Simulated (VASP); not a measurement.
**PbS: relaxation of cell and atoms with BLYP+D4**

The system is PbS.

```
Pb S
1.0
     4.08970    0.00000    0.00000
    -2.04485    3.54178    0.00000
     0.00000    0.00000    3.78817
Pb S
1 1
Direct
  0.00000 0.00000 0.00000
  0.66667 0.33333 0.50000
```

| Item | Value |
| --- | --- |
| Program | VASP 6.6.1 |
| Task | relaxation of cell and atoms |
| Functional | BLYP |
| Dispersion | D4 |
| Potentials or basis | VASP PAW PBE potentials, release 64 (Pb_d, S) |
| Cutoff | 600 eV |
| k mesh | 8 × 8 × 7 |
| Occupations | fermi-dirac, width 0.05 eV |
| Spin | no spin polarisation |
| Dipole correction | no |
| Further INCAR settings | ALGO = Normal; EDIFF = 1e-06; IBRION = 2; EDIFFG = -0.01; NSW = 60; ISIF = 3 |

| Quantity | Value |
| --- | --- |
| Relaxed volume | 27.28 Å³/atom |
| Relaxed cell | a = 4.064 Å, b = 4.064 Å, c = 3.815 Å, α = 90.00°, β = 90.00°, γ = 120.00° |
| Space group after relaxing (to 0.05 Å) | P-6m2 (No. 187) |
| Energy gained by relaxing | 0.7 meV/atom |
| Ionic steps | 3 |
| Pressure after relaxing | 0.0 GPa |
| Band gap on the k mesh | 0.23 eV, indirect (least direct gap 1.73 eV) |
| Dispersion energy per atom | -0.678 eV |

Step by step:
```
step  energy change (eV)  largest force (eV/Å)  pressure (GPa)  volume (Å³)
   1              0.0000                0.0000           -0.12        54.87
   2             -0.0012                0.0000           -0.07        54.70
   3             -0.0015                0.0000           -0.03        54.57
```

Final structure:
```
CELL_PARAMETERS angstrom
4.06401 0.00000 0.00000
-2.03201 3.51954 0.00000
0.00000 0.00000 3.81492
ATOMIC_POSITIONS crystal
Pb 0.00000 0.00000 0.00000
S 0.66667 0.33333 0.50000
```

Levels at points of the mesh, in eV from the valence-band top:
| k point | band 7 | band 8 | band 9 | band 10 | band 11 | band 12 | band 13 | band 14 |
| --- | --- | --- | --- | --- | --- | --- | --- | --- |
| (0.00, 0.00, 0.00) | -6.43 | -2.13 | -1.49 | -1.49 | 3.62 | 3.62 | 5.64 | 6.50 |
| (0.50, 0.00, 0.00) | -8.37 | -2.51 | -1.67 | -1.11 | 1.97 | 3.91 | 5.29 | 5.75 |

Run time: 62 s on 1 thread of AMD EPYC 9R14 (Zen 4), with other jobs on the host, peak memory 0.19 GiB.

Caveat: the PAW data sets were made with another functional, which shifts forces and pressure a little; spin-orbit coupling is left out, which moves the levels of the heavy elements. A k mesh can miss the band edges.
